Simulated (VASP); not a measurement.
# SnSe (Fm-3m) in VASP: single point with HSE06

Aim: the single point of SnSe with HSE06.

Everything below comes from runs of VASP 6.6.1. Logs are shortened: lines on timing, memory, paths and dates and some standing lists are left out, and cuts for length are marked.

## 1. The cell of the first run

The structure is cubic, space group Fm-3m (No. 225). Conventional cell: a = 6.004 Å, b = 6.004 Å, c = 6.004 Å, α = 90.00°, β = 90.00°, γ = 90.00°. Sn (site symmetry m-3m) has 6 Se at 3.00 Å within 4.0 Å. Se (site symmetry m-3m) has 6 Sn at 3.00 Å within 4.0 Å.

## 2. Single point, HSE06

Input file POSCAR:

```
SnSe
1.0
    0.0000000000      3.0021131538      3.0021131538
    3.0021131538      0.0000000000      3.0021131538
    3.0021131538      3.0021131538      0.0000000000
Sn Se
1 1
Direct
    0.0000000000      0.0000000000      0.0000000000
    0.5000000000      0.5000000000      0.5000000000
```

Input file INCAR.step1:

```
ALGO = Normal
EDIFF = 1E-5
ENCUT = 520
GGA = PE
ISIF = 2
ISMEAR = -1
LASPH = T
LCHARG = F
LREAL = F
LWAVE = T
NBANDS = 17
NELM = 60
PREC = Accurate
SIGMA = 0.02
```

Input file INCAR.step2:

```
ALGO = Normal
EDIFF = 1E-6
ENCUT = 520
GGA = PE
HFSCREEN = 0.2079
ISIF = 2
ISMEAR = -1
ISTART = 1
LASPH = T
LCHARG = F
LHFCALC = T
LREAL = F
LWAVE = F
NBANDS = 17
NELM = 60
PREC = Accurate
PRECFOCK = Normal
SIGMA = 0.02
```

Input file KPOINTS:

```
k-points
0
Gamma
  6 6 6
```

Potentials or basis: VASP PAW PBE potentials, release 64 (Sn_d, Se).

Started as:

```sh
$ cat potpaw_PBE.64/Sn_d/POTCAR potpaw_PBE.64/Se/POTCAR > POTCAR
$ cp INCAR.step1 INCAR
$ mpirun -np 1 vasp_std > vasp.out
$ cp INCAR.step2 INCAR
$ mpirun -np 1 vasp_std > vasp.out
```

OUTCAR:

```text
EDIFF = 1E-6
   ENCUT = 520
   GGA = PE
   HFSCREEN = 0.2079
   ISIF = 2
   ISMEAR = -1
   ISTART = 1
   LASPH = T
   LHFCALC = T
   LREAL = F
   NELM = 60
   PREC = Accurate
   PRECFOCK = Normal

 ion  position               nearest neighbor table
   1  0.000  0.000  0.000-   2 3.00   2 3.00   2 3.00   2 3.00   2 3.00   2 3.00
   2  0.500  0.500  0.500-   1 3.00   1 3.00   1 3.00   1 3.00   1 3.00   1 3.00

  LATTYP: Found a face centered cubic cell.
 ALAT       =     6.0042263076

  Lattice vectors:

 A1 = (   0.0000000000,   3.0021131538,   3.0021131538)
 A2 = (   3.0021131538,   0.0000000000,   3.0021131538)
 A3 = (   3.0021131538,   3.0021131538,   0.0000000000)

Analysis of symmetry for initial positions (statically):
=====================================================================
 Subroutine PRICEL returns:
 Original cell was already a primitive cell.

 Routine SETGRP: Setting up the symmetry group for a
 face centered cubic supercell.

 Subroutine GETGRP returns: Found 48 space group operations
 (whereof 48 operations were pure point group operations)
 out of a pool of 48 trial point group operations.

The static configuration has the point symmetry O_h .

Analysis of symmetry for dynamics (positions and initial velocities):
=====================================================================
 Subroutine PRICEL returns:
 Original cell was already a primitive cell.

 Routine SETGRP: Setting up the symmetry group for a
 face centered cubic supercell.

 Subroutine GETGRP returns: Found 48 space group operations
 (whereof 48 operations were pure point group operations)
 out of a pool of 48 trial point group operations.

The dynamic configuration has the point symmetry O_h .

 Subroutine INISYM returns: Found 48 space group operations
 (whereof 48 operations are pure point group operations),
 and found     1 'primitive' translations

----------------------------------------------------------------------------------------

                                     Primitive cell

  volume of cell :      54.1142

  direct lattice vectors                    reciprocal lattice vectors
     0.000000000  3.002113154  3.002113154    -0.166549352  0.166549352  0.166549352
     3.002113154  0.000000000  3.002113154     0.166549352 -0.166549352  0.166549352
     3.002113154  3.002113154  0.000000000     0.166549352  0.166549352 -0.166549352

  length of vectors
     4.245629138  4.245629138  4.245629138     0.288471939  0.288471939  0.288471939

  position of ions in fractional coordinates (direct lattice)
     0.000000000  0.000000000  0.000000000
     0.500000000  0.500000000  0.500000000

  ion indices of the primitive-cell ions
   primitive index   ion index
                 1           1
                 2           2

----------------------------------------------------------------------------------------

 KPOINTS: k-points

Automatic generation of k-mesh.
 Grid dimensions read from file:
 generate k-points for:    6    6    6

 Generating k-lattice:

  Cartesian coordinates                     Fractional coordinates (reciprocal lattice)
    -0.027758225  0.027758225  0.027758225     0.166666667  0.000000000  0.000000000
     0.027758225 -0.027758225  0.027758225     0.000000000  0.166666667  0.000000000
     0.027758225  0.027758225 -0.027758225     0.000000000  0.000000000  0.166666667

  Length of vectors
     0.048078657  0.048078657  0.048078657

  Shift w.r.t. Gamma in fractional coordinates (k-lattice)
     0.000000000  0.000000000  0.000000000

 Subroutine IBZKPT returns following result:
 ===========================================

 Found     16 irreducible k-points:

 Following reciprocal coordinates:
            Coordinates               Weight
  0.000000  0.000000  0.000000      1.000000
  0.166667  0.000000  0.000000      8.000000
  0.333333  0.000000  0.000000      8.000000
  0.500000  0.000000  0.000000      4.000000
  0.166667  0.166667  0.000000      6.000000
  0.333333  0.166667  0.000000     24.000000
[... 8 lines left out ...]
 -0.333333  0.333333  0.166667     24.000000
 -0.333333  0.500000  0.166667     12.000000
   k-points           NKPTS =     16   k-points in BZ     NKDIM =    216   number of bands    NBANDS=     17
   number of dos      NEDOS =    301   number of ions     NIONS =      2
   total plane-waves  NPLWV =  32768
   dimension x,y,z NGX =    32 NGY =   32 NGZ =   32
   dimension x,y,z NGXF=    64 NGYF=   64 NGZF=   64
   ions per type =               1   1
   NGX,Y,Z   is equivalent  to a cutoff of  12.53, 12.53, 12.53 a.u.
   NGXF,Y,Z  is equivalent  to a cutoff of  25.06, 25.06, 25.06 a.u.
 SYSTEM =  unknown system
   PREC   = accura    normal or accurate (medium, high low for compatibility)
   ISTART =      1    job   : 0-new  1-cont  2-samecut
   ICHARG =      0    charge: 1-file 2-atom 10-const
   ISPIN  =      1    spin polarized calculation?
   LNONCOLLINEAR =      F non collinear calculations
   LSORBIT =      F    spin-orbit coupling
   LASPH  =      T    aspherical Exc in radial PAW
   ENCUT  =  520.0 eV  38.22 Ry    6.18 a.u.   7.89  7.89  7.89*2*pi/ulx,y,z
   NELM   =     60;   NELMIN=  2; NELMDL=  0     # of ELM steps
   EDIFF  = 0.1E-05   stopping-criterion for ELM
   LREAL  =      F    real-space projection
   EDIFFG = 0.1E-04   stopping-criterion for IOM
   NSW    =      0    number of steps for IOM
   IBRION =     -1    ionic relax: 0-MD 1-quasi-New 2-CG
   NFREE  =      0    steps in history (QN), initial steepest desc. (CG)
   ISIF   =      2    stress and relaxation
   ISYM   =      3    0-nonsym 1-usesym 2-fastsym
   POTIM  = 0.5000    time-step for ionic-motion
   TEBEG  =    0.0;   TEEND  =   0.0 temperature during run
   PSTRESS=    0.0 pullay stress
   NELECT =      20.0000    total number of electrons
   NUPDOWN=      -1.0000    fix difference up-down
   EMIN   =  10.00;   EMAX   =-10.00  energy-range for DOS
   EFERMI =   0.00;   METHOD = LEGACY
   ISMEAR =    -1;   SIGMA  =   0.02  broadening in eV -4-tet -1-fermi 0-gaus
   EFERMI_NEDOS =   21; number of points for ismear=-14 and -15
   IALGO  =     38    algorithm
   IMIX   =      1    mixing-type and parameters
     AMIX     =   0.40;   BMIX     =  1.00
     AMIX_MAG =   1.60;   BMIX_MAG =  1.00
  volume/ion in A,a.u.               =      27.06       182.59
  Fermi-wavevector in a.u.,A,eV,Ry     =   1.174846  2.220138 18.779634  1.380264
  Thomas-Fermi vector in A             =   2.311237
   LORBIT       =      0    0 simple, 1 ext, 2 COOP (PROOUT), +10 PAW based schemes
   GGA     = PE    functional components
   LHFCALC =     T    Hartree Fock is set to
   PRECFOCK=normal    Normal, Fast or Accurate (Low or Medium for compatibility)
   ENCUT4O =  -1.0   cutoff for four orbital integrals eV
   NKREDX  =     1    reduce k-point grid by
   NKREDY  =     1    reduce k-point grid by
   NKREDZ  =     1    reduce k-point grid by
   AEXX    =    0.2500 exact exchange contribution
   HFSCREEN=    0.2079 screening length (either q_TF or 0.3 A-1)
   HFSCREENC=   0.2079 screening length for correlation (either q_TF or 0.3 A-1)
   ENCUTFOCK=  -1.0 apply spherical cutoff to Coloumb kernel
   IVDW    =     0    specifies the selected vdW correction
   LEPSILON=     F    determine dielectric tensor
   LRPA    =     F    only Hartree local field effects (RPA)
 non-spin polarized calculation
  energy-cutoff  :      520.00
  volume of cell :       54.11
 maximum number of plane-waves:      1470
  NGX = 24; NGY = 24; NGZ = 24

 number of electron      20.0000007 magnetization

 Free energy of the ion-electron system (eV)
  ---------------------------------------------------
  ext. energy  EPLUGINS =         0.00000000
  ---------------------------------------------------
  free energy    TOTEN  =        -9.77236417 eV

  energy without entropy =       -9.77236379  energy(sigma->0) =       -9.77236398

 E-fermi :   5.9756     XC(G=0):  -8.0264

 val. band max:        5.7610757575   @ k =   0.5000   0.0000   0.0000
 cond. band min:       6.1901728779   @ k =   0.5000   0.0000   0.0000
 fundamental gap:      0.4290971203
 Fermi energy:         5.9756242605

 k-point     1 :       0.0000    0.0000    0.0000
  band No.  band energies     occupation
      1     -18.4145      2.00000
      2     -18.4145      2.00000
      3     -18.4088      2.00000
      4     -18.4088      2.00000
      5     -18.4088      2.00000
      6     -10.0057      2.00000
[... 9 lines left out ...]
     16      11.8833      0.00000
     17      14.2964      0.00000

 k-point     2 :       0.1667    0.0000    0.0000
  band No.  band energies     occupation
      1     -18.4164      2.00000
      2     -18.4164      2.00000
      3     -18.4082      2.00000
      4     -18.4060      2.00000
      5     -18.4060      2.00000
      6      -9.7895      2.00000
[... 9 lines left out ...]
     16      12.5613      0.00000
     17      16.1475      0.00000

 k-point     3 :       0.3333    0.0000    0.0000
  band No.  band energies     occupation
      1     -18.4212      2.00000
      2     -18.4212      2.00000
      3     -18.4071      2.00000
      4     -18.3996      2.00000
      5     -18.3996      2.00000
      6      -9.2691      2.00000
[... 9 lines left out ...]
     16      14.3021      0.00000
     17      18.2805      0.00000

 k-point     4 :       0.5000    0.0000    0.0000
  band No.  band energies     occupation
      1     -18.4237      2.00000
      2     -18.4237      2.00000
      3     -18.4066      2.00000
      4     -18.3963      2.00000
      5     -18.3963      2.00000
      6      -8.9386      2.00000
[... 9 lines left out ...]
     16      16.5161      0.00000
     17      16.5161      0.00000
[... 183 lines left out ...]
      1     -18.4322      2.00000
      2     -18.4151      2.00000
      3     -18.4085      2.00000
      4     -18.3977      2.00000
      5     -18.3956      2.00000
      6      -8.9032      2.00000
[... 9 lines left out ...]
     16      16.2607      0.00000
     17      16.7933      0.00000

 k-point    15 :      -0.3333    0.3333    0.1667
  band No.  band energies     occupation
      1     -18.4335      2.00000
      2     -18.4167      2.00000
      3     -18.4035      2.00000
      4     -18.4019      2.00000
      5     -18.3931      2.00000
      6      -8.6780      2.00000
[... 9 lines left out ...]
     16      17.7886      0.00000
     17      17.8079      0.00000

 k-point    16 :      -0.3333    0.5000    0.1667
  band No.  band energies     occupation
      1     -18.4400      2.00000
      2     -18.4122      2.00000
      3     -18.4096      2.00000
      4     -18.3972      2.00000
      5     -18.3908      2.00000
      6      -8.5914      2.00000
[... 9 lines left out ...]
     16      17.5541      0.00000
     17      19.1291      0.00000

------------------------ aborting loop because EDIFF is reached ----------------------------------------

  FORCE on cell =-STRESS in cart. coord.  units (eV):
  Direction    XX          YY          ZZ          XY          YZ          ZX
  --------------------------------------------------------------------------------------
  -------------------------------------------------------------------------------------
  Total       -0.0877932     -0.0877932     -0.0877932      0.0000000      0.0000000     -0.0000000
  in kB       -2.5993225     -2.5993225     -2.5993225      0.0000000      0.0000000     -0.0000000
  external PRESSURE =      -2.5993225 kB  Pullay stress =       0.0000000 kB

 VOLUME and BASIS-vectors are now :
 -----------------------------------------------------------------------------
  energy-cutoff  :      520.00
  volume of cell :       54.11
      direct lattice vectors                 reciprocal lattice vectors
     0.000000000  3.002113154  3.002113154    -0.166549352  0.166549352  0.166549352
     3.002113154  0.000000000  3.002113154     0.166549352 -0.166549352  0.166549352
     3.002113154  3.002113154  0.000000000     0.166549352  0.166549352 -0.166549352

 POSITION                                       TOTAL-FORCE (eV/Angst)
 -----------------------------------------------------------------------------------
      0.00000      0.00000      0.00000        -0.000000      0.000000     -0.000000
      3.00211      3.00211      3.00211         0.000000     -0.000000      0.000000
 -----------------------------------------------------------------------------------
    total drift:                               -0.000000     -0.000000     -0.000001

  FREE ENERGIE OF THE ION-ELECTRON SYSTEM (eV)
  ---------------------------------------------------
  free  energy   TOTEN  =        -9.7723641731 eV

  energy  without entropy=       -9.7723637920  energy(sigma->0) =       -9.77236398
```

Wall time 59 min (1 thread of Intel Xeon Platinum 8259CL at 2.50GHz (Skylake/Cascade Lake), shared host); peak memory 0.31 GiB.

What came out:

* Free energy: -9.7724 eV
* Pressure: -0.3 GPa
* Band gap on the k mesh: 0.43 eV

Levels at points of the mesh, in eV from the valence-band top:
```tsv
k point	band 6	band 7	band 8	band 9	band 10	band 11	band 12	band 13	band 14	band 15
(0.00, 0.00, 0.00)	-15.77	-5.67	-2.90	-2.90	-2.90	4.77	4.77	4.77	6.12	6.12
(0.50, 0.00, 0.00)	-14.70	-9.30	-2.65	-2.65	0.00	0.43	1.32	1.32	8.69	10.70
(0.50, 0.50, 0.00)	-14.38	-6.84	-6.54	-4.50	-4.50	3.09	5.91	5.91	6.57	11.00
```

Caveat: the structure was generated, so it needn't be the stable form of SnSe; the PAW data sets were made with another functional, which shifts forces and pressure a little; spin-orbit coupling is left out, which moves the levels of the heavy elements.
